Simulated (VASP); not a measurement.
# Ni (Fm-3m) in VASP: further runs

Runs on Ni. Level: r2SCAN. Tasks: single point.

Everything below comes from runs of VASP 6.6.1. Logs are shortened: lines on timing, memory, paths and dates and some standing lists are left out, and cuts for length are marked.

## 1. The cell of the first run

It takes space group Fm-3m (No. 225, cubic). The conventional cell has a = 3.466 Å, b = 3.466 Å, c = 3.466 Å, α = 90.00°, β = 90.00°, γ = 90.00°. Within 3.2 Å of Ni (site symmetry m-3m) lie 12 Ni at 2.45 Å.

## 2. Single point, r2SCAN

File POSCAR:

```
Ni
1.0
    0.0000000000      1.7330608651      1.7330608651
    1.7330608651      0.0000000000      1.7330608651
    1.7330608651      1.7330608651      0.0000000000
Ni
1
Direct
    0.0000000000      0.0000000000      0.0000000000
```

File INCAR.step1:

```
PREC = Accurate ; ENCUT = 520
ISMEAR = -1 ; SIGMA = 0.1
LREAL = F ; LASPH = T
NELM = 100 ; NBANDS = 11
GGA = PE ; ALGO = Normal
EDIFF = 1E-4 ; LWAVE = T
LCHARG = F
```

File INCAR.step2:

```
PREC = Accurate ; ENCUT = 520
EDIFF = 1E-6 ; ISMEAR = -1
SIGMA = 0.1 ; LREAL = F
LASPH = T ; NELM = 100
ALGO = Normal ; ISIF = 2
LWAVE = F ; LCHARG = F
METAGGA = R2SCAN ; LMIXTAU = T
NBANDS = 11 ; ISTART = 1
```

File KPOINTS:

```
regular mesh
0
Gamma
  12 12 12
```

Potentials or basis: VASP PAW PBE potentials, release 64 (Ni).

Command:

```
$ cat potpaw_PBE.64/Ni/POTCAR > POTCAR
$ cp INCAR.step1 INCAR
$ mpirun -np 1 vasp_std > vasp.out
$ cp INCAR.step2 INCAR
$ mpirun -np 1 vasp_std > vasp.out
```

OUTCAR:

```text
PREC = Accurate
   ENCUT = 520
   EDIFF = 1E-6
   ISMEAR = -1
   LREAL = F
   LASPH = T
   NELM = 100
   ISIF = 2
   METAGGA = R2SCAN
   ISTART = 1

 ion  position               nearest neighbor table
   1  0.000  0.000  0.000-

  LATTYP: Found a face centered cubic cell.
 ALAT       =     3.4661217302

  Lattice vectors:

 A1 = (   0.0000000000,   1.7330608651,   1.7330608651)
 A2 = (   1.7330608651,   0.0000000000,   1.7330608651)
 A3 = (   1.7330608651,   1.7330608651,   0.0000000000)

Analysis of symmetry for initial positions (statically):
=====================================================================
 Subroutine PRICEL returns:
 Original cell was already a primitive cell.

 Routine SETGRP: Setting up the symmetry group for a
 face centered cubic supercell.

 Subroutine GETGRP returns: Found 48 space group operations
 (whereof 48 operations were pure point group operations)
 out of a pool of 48 trial point group operations.

The static configuration has the point symmetry O_h .

Analysis of symmetry for dynamics (positions and initial velocities):
=====================================================================
 Subroutine PRICEL returns:
 Original cell was already a primitive cell.

 Routine SETGRP: Setting up the symmetry group for a
 face centered cubic supercell.

 Subroutine GETGRP returns: Found 48 space group operations
 (whereof 48 operations were pure point group operations)
 out of a pool of 48 trial point group operations.

The dynamic configuration has the point symmetry O_h .

 Subroutine INISYM returns: Found 48 space group operations
 (whereof 48 operations are pure point group operations),
 and found     1 'primitive' translations

----------------------------------------------------------------------------------------

                                     Primitive cell

  volume of cell :      10.4105

  direct lattice vectors                    reciprocal lattice vectors
     0.000000000  1.733060865  1.733060865    -0.288506890  0.288506890  0.288506890
     1.733060865  0.000000000  1.733060865     0.288506890 -0.288506890  0.288506890
     1.733060865  1.733060865  0.000000000     0.288506890  0.288506890 -0.288506890

  length of vectors
     2.450918180  2.450918180  2.450918180     0.499708591  0.499708591  0.499708591

  position of ions in fractional coordinates (direct lattice)
     0.000000000  0.000000000  0.000000000

  ion indices of the primitive-cell ions
   primitive index   ion index
                 1           1

----------------------------------------------------------------------------------------

 KPOINTS: regular mesh

Automatic generation of k-mesh.
 Grid dimensions read from file:
 generate k-points for:   12   12   12

 Generating k-lattice:

  Cartesian coordinates                     Fractional coordinates (reciprocal lattice)
    -0.024042241  0.024042241  0.024042241     0.083333333  0.000000000  0.000000000
     0.024042241 -0.024042241  0.024042241     0.000000000  0.083333333  0.000000000
     0.024042241  0.024042241 -0.024042241     0.000000000  0.000000000  0.083333333

  Length of vectors
     0.041642383  0.041642383  0.041642383

  Shift w.r.t. Gamma in fractional coordinates (k-lattice)
     0.000000000  0.000000000  0.000000000

 Subroutine IBZKPT returns following result:
 ===========================================

 Found     72 irreducible k-points:

 Following reciprocal coordinates:
            Coordinates               Weight
  0.000000  0.000000  0.000000      1.000000
  0.083333  0.000000  0.000000      8.000000
  0.166667  0.000000  0.000000      8.000000
  0.250000  0.000000  0.000000      8.000000
  0.333333  0.000000  0.000000      8.000000
  0.416667  0.000000  0.000000      8.000000
[... 16 lines left out ...]
  0.500000  0.166667  0.000000     24.000000
 -0.416667  0.166667  0.000000     24.000000
 [... further k-points ...]
   k-points           NKPTS =     72   k-points in BZ     NKDIM =     72   number of bands    NBANDS=     11
   number of dos      NEDOS =    301   number of ions     NIONS =      1
   total plane-waves  NPLWV =   5832
   dimension x,y,z NGX =    18 NGY =   18 NGZ =   18
   dimension x,y,z NGXF=    36 NGYF=   36 NGZF=   36
   ions per type =               1
   NGX,Y,Z   is equivalent  to a cutoff of  12.21, 12.21, 12.21 a.u.
   NGXF,Y,Z  is equivalent  to a cutoff of  24.42, 24.42, 24.42 a.u.
 SYSTEM =  unknown system
   PREC   = accura    normal or accurate (medium, high low for compatibility)
   ISTART =      1    job   : 0-new  1-cont  2-samecut
   ICHARG =      0    charge: 1-file 2-atom 10-const
   ISPIN  =      1    spin polarized calculation?
   LNONCOLLINEAR =      F non collinear calculations
   LSORBIT =      F    spin-orbit coupling
   LASPH  =      T    aspherical Exc in radial PAW
   ENCUT  =  520.0 eV  38.22 Ry    6.18 a.u.   4.56  4.56  4.56*2*pi/ulx,y,z
   NELM   =    100;   NELMIN=  2; NELMDL=  0     # of ELM steps
   EDIFF  = 0.1E-05   stopping-criterion for ELM
   LREAL  =      F    real-space projection
   EDIFFG = 0.1E-04   stopping-criterion for IOM
   NSW    =      0    number of steps for IOM
   IBRION =     -1    ionic relax: 0-MD 1-quasi-New 2-CG
   NFREE  =      0    steps in history (QN), initial steepest desc. (CG)
   ISIF   =      2    stress and relaxation
   ISYM   =      2    0-nonsym 1-usesym 2-fastsym
   POTIM  = 0.5000    time-step for ionic-motion
   TEBEG  =    0.0;   TEEND  =   0.0 temperature during run
   PSTRESS=    0.0 pullay stress
   NELECT =      10.0000    total number of electrons
   NUPDOWN=      -1.0000    fix difference up-down
   EMIN   =  10.00;   EMAX   =-10.00  energy-range for DOS
   EFERMI =   0.00;   METHOD = LEGACY
   ISMEAR =    -1;   SIGMA  =   0.10  broadening in eV -4-tet -1-fermi 0-gaus
   EFERMI_NEDOS =   21; number of points for ismear=-14 and -15
   IALGO  =     38    algorithm
   IMIX   =      4    mixing-type and parameters
     AMIX     =   0.40;   BMIX     =  1.00
     AMIX_MAG =   1.60;   BMIX_MAG =  1.00
  volume/ion in A,a.u.               =      10.41        70.25
  Fermi-wavevector in a.u.,A,eV,Ry     =   1.615292  3.052459 35.499885  2.609168
  Thomas-Fermi vector in A             =   2.710063
   LORBIT       =      0    0 simple, 1 ext, 2 COOP (PROOUT), +10 PAW based schemes
   METAGGA = R2SCAN    functional components
   LHFCALC =     F    Hartree Fock is set to
   AEXX    =    0.0000 exact exchange contribution
   IVDW    =     0    specifies the selected vdW correction
   LEPSILON=     F    determine dielectric tensor
   LRPA    =     F    only Hartree local field effects (RPA)
 non-spin polarized calculation
  energy-cutoff  :      520.00
  volume of cell :       10.41
 maximum number of plane-waves:       295
   NGX =  9   NGY =  9   NGZ =  9

 number of electron       9.9999995 magnetization

 Free energy of the ion-electron system (eV)
  ---------------------------------------------------
  ext. energy  EPLUGINS =         0.00000000
  ---------------------------------------------------
  free energy    TOTEN  =       -11.87776291 eV

  energy without entropy =      -11.80031104  energy(sigma->0) =      -11.83903698

 E-fermi :   9.6260     XC(G=0): -14.6578

 val. band max:        9.6168447147   @ k =  -0.3333   0.4167   0.0833
 cond. band min:       9.6396233903   @ k =   0.5000   0.2500   0.0000
 fundamental gap:      0.0227786757
 Fermi energy:         9.6260023629

 k-point     1 :       0.0000    0.0000    0.0000
  band No.  band energies     occupation
      1       0.1297      2.00000
      2       7.6093      2.00000
      3       7.6093      2.00000
      4       7.6093      2.00000
      5       8.7276      1.99975
      6       8.7276      1.99975
      7      34.7581      0.00000
      8      39.4320      0.00000
      9      39.4320      0.00000
     10      39.4321      0.00000
     11      42.3369      0.00000

 k-point     2 :       0.0833    0.0000    0.0000
  band No.  band energies     occupation
      1       0.4206      2.00000
      2       7.5273      2.00000
      3       7.6742      2.00000
      4       7.6743      2.00000
      5       8.7009      1.99981
      6       8.7009      1.99981
      7      33.7441      0.00000
      8      36.7856      0.00000
      9      38.8020      0.00000
     10      38.8021      0.00000
     11      43.2626      0.00000

 k-point     3 :       0.1667    0.0000    0.0000
  band No.  band energies     occupation
      1       1.2630      2.00000
      2       7.3323      2.00000
      3       7.7993      2.00000
      4       7.7994      2.00000
      5       8.6887      1.99983
      6       8.6887      1.99983
      7      29.8088      0.00000
      8      35.7125      0.00000
      9      37.8687      0.00000
     10      37.8688      0.00000
     11      43.6230      0.00000

 k-point     4 :       0.2500    0.0000    0.0000
  band No.  band energies     occupation
      1       2.5342      2.00000
      2       7.1845      2.00000
      3       7.8058      2.00000
      4       7.8059      2.00000
      5       8.8566      1.99909
      6       8.8566      1.99909
      7      25.3640      0.00000
      8      34.9682      0.00000
      9      37.1610      0.00000
     10      37.1611      0.00000
     11      42.9525      0.00000
[... 239 lines left out ...]
 k-point    22 :       0.4167    0.1667    0.0000
  band No.  band energies     occupation
      1       4.8759      2.00000
      2       6.7405      2.00000
      3       7.4386      2.00000
      4       8.0862      2.00000
      5       9.5424      1.39533
      6      10.2552      0.00370
      7      20.6466      0.00000
      8      30.1349      0.00000
      9      31.3197      0.00000
     10      34.1161      0.00000
     11      45.0316      0.00000

 k-point    23 :       0.5000    0.1667    0.0000
  band No.  band energies     occupation
      1       5.3489      2.00000
      2       6.8737      2.00000
      3       7.6094      2.00000
      4       7.9691      2.00000
      5       9.6070      1.09473
      6      11.7852      0.00000
      7      17.4274      0.00000
      8      28.7688      0.00000
      9      31.8237      0.00000
     10      33.8658      0.00000
     11      44.8369      0.00000

 k-point    24 :      -0.4167    0.1667    0.0000
  band No.  band energies     occupation
      1       5.4237      2.00000
      2       6.9587      2.00000
      3       7.6813      2.00000
      4       7.9142      2.00000
      5       9.4406      1.72924
      6      12.3046      0.00000
      7      16.7606      0.00000
      8      27.7694      0.00000
      9      33.0186      0.00000
     10      34.1185      0.00000
     11      43.8881      0.00000

 [... further k-points ...]
[... 5 lines left out ...]
  --------------------------------------------------------------------------------------
  -------------------------------------------------------------------------------------
  Total        0.0336666      0.0336666      0.0336666     -0.0000000     -0.0000000     -0.0000000
  in kB        5.1813014      5.1813014      5.1813014     -0.0000000     -0.0000000     -0.0000000
  external PRESSURE =       5.1813014 kB  Pullay stress =       0.0000000 kB

 VOLUME and BASIS-vectors are now :
 -----------------------------------------------------------------------------
  energy-cutoff  :      520.00
  volume of cell :       10.41
      direct lattice vectors                 reciprocal lattice vectors
     0.000000000  1.733060865  1.733060865    -0.288506890  0.288506890  0.288506890
     1.733060865  0.000000000  1.733060865     0.288506890 -0.288506890  0.288506890
     1.733060865  1.733060865  0.000000000     0.288506890  0.288506890 -0.288506890

 POSITION                                       TOTAL-FORCE (eV/Angst)
 -----------------------------------------------------------------------------------
      0.00000      0.00000      0.00000        -0.000000     -0.000000     -0.000000
 -----------------------------------------------------------------------------------
    total drift:                                0.000000     -0.000000      0.000000

  FREE ENERGIE OF THE ION-ELECTRON SYSTEM (eV)
  ---------------------------------------------------
  free  energy   TOTEN  =       -11.8777629087 eV

  energy  without entropy=      -11.8003110431  energy(sigma->0) =      -11.83903698
```

Run time: 14 s. Hardware: 1 thread of Intel Xeon 6975P-C (Granite Rapids), shared host; peak memory 0.12 GiB.

What came out:

```
Free energy            : -11.8778 eV
Pressure               : 0.5 GPa
Band gap on the k mesh : zero (band 5 reaches 9.81 eV, above the bottom of band 6 at 8.69 eV)
```

Caveat: the PAW data sets were made with another functional, which shifts forces and pressure a little; the run has no spin polarisation, though such a crystal can be magnetic.

[end of part 1 of 2]
